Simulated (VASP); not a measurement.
Write the native input for VASP 6.6.1 that does the following.

```yaml
Task: single point
Functional: PBE
Potentials_or_basis: VASP PAW PBE potentials, release 64 (Pb_d)
Cutoff: 520 eV
k_mesh: 12 × 12 × 6
Occupations: gaussian, width 0.05 eV
Spin: no spin polarisation
Dipole_correction: no
Further_INCAR_settings: ALGO = Fast; EDIFF = 1e-06; NBANDS = 21
```

The structure of Pb lies in POSCAR:

```
Pb
1.0
    3.2290015687     -1.8599925043      0.0000000000
    3.2290015687      1.8599925043      0.0000000000
   -2.2480144995      0.0000000000      6.4771429364
Pb
2
Direct
    0.0914915900      0.0914915900      0.2737078000
    0.9085084100      0.9085084100      0.7262922000
```

The input as run:

INCAR

```
SYSTEM = Pb
ALGO = Fast
EDIFF = 1E-6
ENCUT = 520
GGA = PE
ISIF = 2
ISMEAR = 0
LASPH = .TRUE.
LCHARG = .FALSE.
LREAL = .FALSE.
LWAVE = .FALSE.
NBANDS = 21
NELM = 80
PREC = Accurate
SIGMA = 0.05
```

KPOINTS

```
k-points
0
G
  12 12 6
  0 0 0
```

Potentials or basis: VASP PAW PBE potentials, release 64 (Pb_d).

Launch:

```console
$ cat potpaw_PBE.64/Pb_d/POTCAR > POTCAR
$ mpirun -np 1 vasp_std > vasp.out
```

It gave:

- Pressure: -4.1 GPa
- Largest force: 0.269 eV/Å
- Band gap on the k mesh: zero (bands 14 and 15 overlap by 6.29 eV)

Caveat: the cell stands under tension; spin-orbit coupling is left out, which moves the levels of the heavy elements.

Run time: 8.6 min on 1 thread of Intel(R) Xeon(R) Platinum 8259CL CPU @ 2.50GHz (Skylake/Cascade Lake), with other jobs on the host, peak memory 0.42 GiB.
